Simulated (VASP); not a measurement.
# TiO2 (P4_2/mnm) in VASP: a series of runs

TiO2 is run at these levels: PBE; tasks: single point.

Program: VASP 6.6.1. These are calculated values, not measurements. Logs are shortened: lines on timing, memory, paths and dates and some standing lists are left out, and cuts for length are marked.

### 1 The cell of the first run

Symmetry: P4_2/mnm, No. 136, tetragonal system. Conventional cell: a = 4.597 Å, b = 4.597 Å, c = 2.894 Å, α = 90.00°, β = 90.00°, γ = 90.00°. Ti (site symmetry mmm) has 6 O at 1.93 to 1.97 Å within 2.6 Å. O (site symmetry m2m) has 3 Ti at 1.93 to 1.97 Å and 1 O at 2.55 Å within 2.6 Å.

### 2 Single point, PBE (uniaxial z strain -2.0%)

INCAR

```
SYSTEM = TiO2
  ALGO = Normal
  EDIFF = 1E-7
  ENCUT = 520
  GGA = PE
  ISIF = 2
  ISMEAR = -1
  LASPH = .TRUE.
  LCHARG = .FALSE.
  LREAL = .FALSE.
  LWAVE = .FALSE.
  NBANDS = 33
  NELM = 80
  PREC = Accurate
  SIGMA = 0.02
```

KPOINTS

```
k-points
0
G
  6 6 8
  0 0 0
```

POSCAR

```
TiO2
1.0
    4.5968534940      0.0000000000      0.0000000000
    0.0000000000      4.5968534940      0.0000000000
    0.0000000000      0.0000000000      2.8944214413
Ti O
2 4
Direct
    0.0000000000      0.0000000000      0.0000000000
    0.5000000000      0.5000000000      0.5000000000
    0.3037080472      0.3037080472      0.0000000000
    0.1962919528      0.8037080472      0.5000000000
    0.8037080472      0.1962919528      0.5000000000
    0.6962919528      0.6962919528      0.0000000000
```

Potentials or basis: VASP PAW PBE potentials, release 64 (Ti_sv, O).

Run with:

```
> cat potpaw_PBE.64/Ti_sv/POTCAR potpaw_PBE.64/O/POTCAR > POTCAR
> mpirun -np 1 vasp_std > vasp.out
```

OUTCAR:

```text
SYSTEM = TiO2
   EDIFF = 1E-7
   ENCUT = 520
   GGA = PE
   ISIF = 2
   ISMEAR = -1
   LASPH = .TRUE.
   LREAL = .FALSE.
   NELM = 80
   PREC = Accurate

 ion  position               nearest neighbor table
   1  0.000  0.000  0.000-   4 1.93   5 1.93   4 1.93   5 1.93   3 1.97   6 1.97
   2  0.500  0.500  0.500-   3 1.93   6 1.93   3 1.93   6 1.93   5 1.97   4 1.97
   3  0.304  0.304  0.000-   2 1.93   2 1.93   1 1.97
   4  0.196  0.804  0.500-   1 1.93   1 1.93   2 1.97
   5  0.804  0.196  0.500-   1 1.93   1 1.93   2 1.97
   6  0.696  0.696  0.000-   2 1.93   2 1.93   1 1.97

  LATTYP: Found a simple tetragonal cell.
 ALAT       =     4.5968534940
 C/A-ratio  =     0.6296527494

  Lattice vectors:

 A1 = (   4.5968534940,   0.0000000000,   0.0000000000)
 A2 = (   0.0000000000,   4.5968534940,   0.0000000000)
 A3 = (   0.0000000000,   0.0000000000,   2.8944214413)

Analysis of symmetry for initial positions (statically):
=====================================================================
 Subroutine PRICEL returns:
 Original cell was already a primitive cell.

 Routine SETGRP: Setting up the symmetry group for a
 simple tetragonal supercell.

 Subroutine GETGRP returns: Found 16 space group operations
 (whereof  8 operations were pure point group operations)
 out of a pool of 16 trial point group operations.

The static configuration has the point symmetry D_2h.
 The point group associated with its full space group is D_4h.

Analysis of symmetry for dynamics (positions and initial velocities):
=====================================================================
 Subroutine PRICEL returns:
 Original cell was already a primitive cell.

 Routine SETGRP: Setting up the symmetry group for a
 simple tetragonal supercell.

 Subroutine GETGRP returns: Found 16 space group operations
 (whereof  8 operations were pure point group operations)
 out of a pool of 16 trial point group operations.

The dynamic configuration has the point symmetry D_2h.
 The point group associated with its full space group is D_4h.

 Subroutine INISYM returns: Found 16 space group operations
 (whereof  8 operations are pure point group operations),
 and found     1 'primitive' translations

----------------------------------------------------------------------------------------

                                     Primitive cell

  volume of cell :      61.1622

  direct lattice vectors                    reciprocal lattice vectors
     4.596853494  0.000000000  0.000000000     0.217540107  0.000000000  0.000000000
     0.000000000  4.596853494  0.000000000     0.000000000  0.217540107  0.000000000
     0.000000000  0.000000000  2.894421441     0.000000000  0.000000000  0.345492189

  length of vectors
     4.596853494  4.596853494  2.894421441     0.217540107  0.217540107  0.345492189

  position of ions in fractional coordinates (direct lattice)
     0.000000000  0.000000000  0.000000000
     0.500000000  0.500000000  0.500000000
     0.303708047  0.303708047  0.000000000
     0.196291953  0.803708047  0.500000000
     0.803708047  0.196291953  0.500000000
     0.696291953  0.696291953  0.000000000

  ion indices of the primitive-cell ions
   primitive index   ion index
                 1           1
                 2           2
                 3           3
                 4           4
                 5           5
                 6           6

----------------------------------------------------------------------------------------

 KPOINTS: k-points

Automatic generation of k-mesh.
 Grid dimensions read from file:
 generate k-points for:    6    6    8

 Generating k-lattice:

  Cartesian coordinates                     Fractional coordinates (reciprocal lattice)
     0.036256684  0.000000000  0.000000000     0.166666667  0.000000000  0.000000000
     0.000000000  0.036256684  0.000000000     0.000000000  0.166666667  0.000000000
     0.000000000  0.000000000  0.043186524     0.000000000  0.000000000  0.125000000

  Length of vectors
     0.036256684  0.036256684  0.043186524

  Shift w.r.t. Gamma in fractional coordinates (k-lattice)
     0.000000000  0.000000000  0.000000000

 Subroutine IBZKPT returns following result:
 ===========================================

 Found     50 irreducible k-points:

 Following reciprocal coordinates:
            Coordinates               Weight
  0.000000  0.000000  0.000000      1.000000
  0.166667  0.000000  0.000000      4.000000
  0.333333  0.000000  0.000000      4.000000
  0.500000  0.000000  0.000000      2.000000
  0.166667  0.166667  0.000000      4.000000
  0.333333  0.166667  0.000000      8.000000
[... 16 lines left out ...]
  0.333333  0.000000  0.250000      8.000000
  0.500000  0.000000  0.250000      4.000000
 [... further k-points ...]
   k-points           NKPTS =     50   k-points in BZ     NKDIM =     50   number of bands    NBANDS=     33
   number of dos      NEDOS =    301   number of ions     NIONS =      6
   total plane-waves  NPLWV =  31104
   dimension x,y,z NGX =    36 NGY =   36 NGZ =   24
   dimension x,y,z NGXF=    72 NGYF=   72 NGZF=   48
   ions per type =               2   4
   NGX,Y,Z   is equivalent  to a cutoff of  13.02, 13.02, 13.78 a.u.
   NGXF,Y,Z  is equivalent  to a cutoff of  26.04, 26.04, 27.57 a.u.
 SYSTEM =  TiO2
   PREC   = accura    normal or accurate (medium, high low for compatibility)
   ISTART =      0    job   : 0-new  1-cont  2-samecut
   ICHARG =      2    charge: 1-file 2-atom 10-const
   ISPIN  =      1    spin polarized calculation?
   LNONCOLLINEAR =      F non collinear calculations
   LSORBIT =      F    spin-orbit coupling
   LASPH  =      T    aspherical Exc in radial PAW
   ENCUT  =  520.0 eV  38.22 Ry    6.18 a.u.   8.55  8.55  5.38*2*pi/ulx,y,z
   NELM   =     80;   NELMIN=  2; NELMDL= -5     # of ELM steps
   EDIFF  = 0.1E-06   stopping-criterion for ELM
   LREAL  =      F    real-space projection
   EDIFFG = 0.1E-05   stopping-criterion for IOM
   NSW    =      0    number of steps for IOM
   IBRION =     -1    ionic relax: 0-MD 1-quasi-New 2-CG
   NFREE  =      0    steps in history (QN), initial steepest desc. (CG)
   ISIF   =      2    stress and relaxation
   ISYM   =      2    0-nonsym 1-usesym 2-fastsym
   POTIM  = 0.5000    time-step for ionic-motion
   TEBEG  =    0.0;   TEEND  =   0.0 temperature during run
   PSTRESS=    0.0 pullay stress
   NELECT =      48.0000    total number of electrons
   NUPDOWN=      -1.0000    fix difference up-down
   EMIN   =  10.00;   EMAX   =-10.00  energy-range for DOS
   EFERMI =   0.00;   METHOD = LEGACY
   ISMEAR =    -1;   SIGMA  =   0.02  broadening in eV -4-tet -1-fermi 0-gaus
   EFERMI_NEDOS =   21; number of points for ismear=-14 and -15
   IALGO  =     38    algorithm
   IMIX   =      4    mixing-type and parameters
     AMIX     =   0.40;   BMIX     =  1.00
     AMIX_MAG =   1.60;   BMIX_MAG =  1.00
  volume/ion in A,a.u.               =      10.19        68.79
  Fermi-wavevector in a.u.,A,eV,Ry     =   1.510060  2.853600 31.025111  2.280281
  Thomas-Fermi vector in A             =   2.620300
   LORBIT       =      0    0 simple, 1 ext, 2 COOP (PROOUT), +10 PAW based schemes
   GGA     = PE    functional components
   LHFCALC =     F    Hartree Fock is set to
   AEXX    =    0.0000 exact exchange contribution
   IVDW    =     0    specifies the selected vdW correction
   LEPSILON=     F    determine dielectric tensor
   LRPA    =     F    only Hartree local field effects (RPA)
 non-spin polarized calculation
  energy-cutoff  :      520.00
  volume of cell :       61.16
 maximum number of plane-waves:      1680
 NGX is ok and might be reduce to    36
   NGX = 17   NGY = 17   NGZ = 11

 number of electron      48.0000023 magnetization

 Free energy of the ion-electron system (eV)
  ---------------------------------------------------
  ext. energy  EPLUGINS =         0.00000000
  ---------------------------------------------------
  free energy    TOTEN  =       -53.55797839 eV

  energy without entropy =      -53.55797839  energy(sigma->0) =      -53.55797839

 E-fermi :   5.5493     XC(G=0): -11.5164

 val. band max:        5.0055281418   @ k =   0.0000   0.0000   0.0000
 cond. band min:       6.9115408851   @ k =   0.0000   0.0000   0.0000
 fundamental gap:      1.9060127432
 Fermi energy:         5.5493296097

 k-point     1 :       0.0000    0.0000    0.0000
  band No.  band energies     occupation
      1     -51.7835      2.00000
      2     -51.7651      2.00000
      3     -28.1136      2.00000
      4     -28.1136      2.00000
      5     -27.9342      2.00000
      6     -27.9342      2.00000
[... 25 lines left out ...]
     32      11.8442      0.00000
     33      11.8444      0.00000

 k-point     2 :       0.1667    0.0000    0.0000
  band No.  band energies     occupation
      1     -51.7823      2.00000
      2     -51.7663      2.00000
      3     -28.1039      2.00000
      4     -28.1030      2.00000
      5     -27.9459      2.00000
      6     -27.9450      2.00000
[... 25 lines left out ...]
     32      11.7508      0.00000
     33      11.7697      0.00000

 k-point     3 :       0.3333    0.0000    0.0000
  band No.  band energies     occupation
      1     -51.7789      2.00000
      2     -51.7697      2.00000
      3     -28.0783      2.00000
      4     -28.0759      2.00000
      5     -27.9754      2.00000
      6     -27.9730      2.00000
[... 25 lines left out ...]
     32      11.5634      0.00000
     33      11.6008      0.00000

 k-point     4 :       0.5000    0.0000    0.0000
  band No.  band energies     occupation
      1     -51.7743      2.00000
      2     -51.7743      2.00000
      3     -28.0555      2.00000
      4     -28.0555      2.00000
      5     -27.9969      2.00000
      6     -27.9969      2.00000
[... 673 lines left out ...]
     32      10.9909      0.00000
     33      11.3398      0.00000

 k-point    23 :       0.3333    0.0000    0.2500
  band No.  band energies     occupation
      1     -51.7517      2.00000
      2     -51.7452      2.00000
      3     -28.1470      2.00000
      4     -28.1344      2.00000
      5     -28.0108      2.00000
      6     -28.0040      2.00000
[... 25 lines left out ...]
     32      10.5257      0.00000
     33      11.4831      0.00000

 k-point    24 :       0.5000    0.0000    0.2500
  band No.  band energies     occupation
      1     -51.7484      2.00000
      2     -51.7484      2.00000
      3     -28.1441      2.00000
      4     -28.1441      2.00000
      5     -27.9886      2.00000
      6     -27.9886      2.00000
[... 25 lines left out ...]
     32      10.3396      0.00000
     33      11.8868      0.00000

 [... further k-points ...]

------------------------ aborting loop because EDIFF is reached ----------------------------------------

  FORCE on cell =-STRESS in cart. coord.  units (eV):
  Direction    XX          YY          ZZ          XY          YZ          ZX
  --------------------------------------------------------------------------------------
  -------------------------------------------------------------------------------------
  Total        3.5911161      3.5911161      6.3304225      0.0000000      0.0000000      0.0000000
  in kB       94.0712552     94.0712552    165.8288865      0.0000000      0.0000000      0.0000000
  external PRESSURE =     117.9904657 kB  Pullay stress =       0.0000000 kB

 VOLUME and BASIS-vectors are now :
 -----------------------------------------------------------------------------
  energy-cutoff  :      520.00
  volume of cell :       61.16
      direct lattice vectors                 reciprocal lattice vectors
     4.596853494  0.000000000  0.000000000     0.217540107  0.000000000  0.000000000
     0.000000000  4.596853494  0.000000000     0.000000000  0.217540107  0.000000000
     0.000000000  0.000000000  2.894421441     0.000000000  0.000000000  0.345492189

 POSITION                                       TOTAL-FORCE (eV/Angst)
 -----------------------------------------------------------------------------------
      0.00000      0.00000      0.00000         0.000000     -0.000000      0.000000
      2.29843      2.29843      1.44721         0.000000     -0.000000      0.000000
      1.39610      1.39610      0.00000        -0.064887     -0.064887      0.000000
      0.90233      3.69453      1.44721         0.064887     -0.064887      0.000000
      3.69453      0.90233      1.44721        -0.064887      0.064887     -0.000000
      3.20075      3.20075      0.00000         0.064887      0.064887     -0.000000
 -----------------------------------------------------------------------------------
    total drift:                                0.000000      0.000000      0.000000

  FREE ENERGIE OF THE ION-ELECTRON SYSTEM (eV)
  ---------------------------------------------------
  free  energy   TOTEN  =       -53.5579783947 eV

  energy  without entropy=      -53.5579783947  energy(sigma->0) =      -53.55797839
```

Run time: 42 s. Hardware: 1 thread of Intel Xeon 6975P-C (Granite Rapids), shared host; peak memory 0.22 GiB.

Results:

- Free energy: -53.5580 eV
- Pressure: 11.8 GPa
- Largest force: 0.092 eV/Å
- Band gap on the k mesh: 1.91 eV, direct

Forces in eV/Å, atoms in the order of the input:
```
Ti   0.000  0.000  0.000
Ti   0.000  0.000  0.000
O   -0.065 -0.065  0.000
O    0.065 -0.065  0.000
O   -0.065  0.065  0.000
O    0.065  0.065  0.000
```

Stress tensor (GPa, compression positive):
```
 9.41  0.00  0.00
 0.00  9.41  0.00
 0.00  0.00 16.58
```

Levels at points of the mesh, in eV from the valence-band top:
| k point | band 20 | band 21 | band 22 | band 23 | band 24 | band 25 | band 26 | band 27 | band 28 | band 29 |
| --- | --- | --- | --- | --- | --- | --- | --- | --- | --- | --- |
| (0.00, 0.00, 0.00) | -1.83 | -0.61 | -0.45 | -0.45 | 0.00 | 1.91 | 2.16 | 2.56 | 2.66 | 2.66 |
| (0.50, 0.00, 0.00) | -3.10 | -1.52 | -1.52 | -0.74 | -0.74 | 2.59 | 2.59 | 3.18 | 3.18 | 3.75 |
| (0.50, 0.50, 0.00) | -2.27 | -1.19 | -1.19 | -1.09 | -1.09 | 1.93 | 1.93 | 2.68 | 2.68 | 4.03 |
| (0.00, 0.00, 0.50) | -2.88 | -2.35 | -2.35 | -1.43 | -1.43 | 3.07 | 3.07 | 3.49 | 3.49 | 3.77 |
| (0.50, 0.00, 0.50) | -2.34 | -2.07 | -2.07 | -1.04 | -1.04 | 1.98 | 1.98 | 3.50 | 3.50 | 4.03 |
| (0.50, 0.50, 0.50) | -2.86 | -1.29 | -1.29 | -0.67 | -0.67 | 2.70 | 2.70 | 3.30 | 3.30 | 3.52 |

Caveat: the cell differs from its parent crystal (uniaxial z strain -2.0%).

### 3 Single point, PBE (uniaxial z strain -1.0%)

INCAR

```
SYSTEM = TiO2
PREC = Accurate ; ENCUT = 520
EDIFF = 1E-6 ; ISMEAR = -1
SIGMA = 0.02 ; LREAL = .FALSE.
LASPH = .TRUE. ; NELM = 60
ALGO = Normal ; ISIF = 2
LWAVE = .FALSE. ; LCHARG = .TRUE.
GGA = PE ; LELF = .TRUE.
LVHAR = .TRUE. ; NBANDS = 33
```

KPOINTS

```
regular mesh
0
G
  6 6 8
  0 0 0
```

POSCAR

```
TiO2
1.0
    4.5968534940      0.0000000000      0.0000000000
    0.0000000000      4.5968534940      0.0000000000
    0.0000000000      0.0000000000      2.9239563539
Ti O
2 4
Direct
    0.0000000000      0.0000000000      0.0000000000
    0.5000000000      0.5000000000      0.5000000000
    0.3041857455      0.3041857455      0.0000000000
    0.1958142545      0.8041857455      0.5000000000
    0.8041857455      0.1958142545      0.5000000000
    0.6958142545      0.6958142545      0.0000000000
```

Potentials or basis: VASP PAW PBE potentials, release 64 (Ti_sv, O).

Run with:

```
> cat potpaw_PBE.64/Ti_sv/POTCAR potpaw_PBE.64/O/POTCAR > POTCAR
> mpirun -np 1 vasp_std > vasp.out
```

It took 40 s on 1 thread of Intel Xeon 6975P-C (Granite Rapids), shared host; peak memory 0.22 GiB.

Results (log left out):

```
Free energy            : -53.6117 eV
Pressure               : 8.7 GPa
Largest force          : 0.084 eV/Å
Band gap on the k mesh : 1.89 eV, direct
```

Forces in eV/Å, atoms in the order of the input:
```
Ti   0.000  0.000  0.000
Ti   0.000  0.000  0.000
O   -0.060 -0.060  0.000
O    0.060 -0.060  0.000
O   -0.060  0.060  0.000
O    0.060  0.060  0.000
```

Stress tensor (GPa, compression positive):
```
 7.56  0.00  0.00
 0.00  7.56  0.00
 0.00  0.00 11.06
```

Levels at points of the mesh, in eV from the valence-band top:
| k point | band 21 | band 22 | band 23 | band 24 | band 25 | band 26 | band 27 | band 28 |
| --- | --- | --- | --- | --- | --- | --- | --- | --- |
| (0.00, 0.00, 0.00) | -0.66 | -0.45 | -0.45 | 0.00 | 1.89 | 2.16 | 2.48 | 2.58 |
| (0.50, 0.00, 0.00) | -1.58 | -1.58 | -0.74 | -0.74 | 2.57 | 2.57 | 3.10 | 3.10 |
| (0.50, 0.50, 0.00) | -1.25 | -1.25 | -1.08 | -1.08 | 1.91 | 1.91 | 2.60 | 2.60 |
| (0.00, 0.00, 0.50) | -2.36 | -2.36 | -1.43 | -1.43 | 3.02 | 3.02 | 3.33 | 3.33 |
| (0.50, 0.00, 0.50) | -2.05 | -2.05 | -1.04 | -1.04 | 1.94 | 1.94 | 3.35 | 3.35 |
| (0.50, 0.50, 0.50) | -1.29 | -1.29 | -0.67 | -0.67 | 2.64 | 2.64 | 3.25 | 3.25 |

Caveat: the cell differs from its parent crystal (uniaxial z strain -1.0%). A k mesh can miss the band edges.
